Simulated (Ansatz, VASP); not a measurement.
## One calculation of Bi, two programs

```
Bi
1.0
    -1.98143    1.98143    1.98143
     1.98143   -1.98143    1.98143
     1.98143    1.98143   -1.98143
Bi
1
Direct
  0.00000 0.00000 0.00000
```

Alike in both runs: task single point; functional PBEsol; k mesh 9 × 9 × 9; no spin polarisation.

|  | VASP | Ansatz |
| --- | --- | --- |
| version | VASP 6.6.1 | Ansatz 0.2.0 |
| potentials or method | VASP PAW PBE potentials, release 64 (Bi_d), cutoff 520 eV | all-electron (LAPW or listed datasets) |
| occupations | methfessel-paxton of order 1, width 0.1 eV | cold |

```tsv
	VASP	Ansatz	Ansatz less VASP
gap on the k mesh at the Fermi level (eV)	none	none	-
pressure (GPa)	-2.1	-2.0	+0.03
```

VASP's potentials were made for PBE, not for PBEsol. A gap of «none» marks a metal or a gap that the smearing closes. Ansatz ran all-electron here, and VASP with PAW potentials.

Spin-orbit coupling is off throughout.
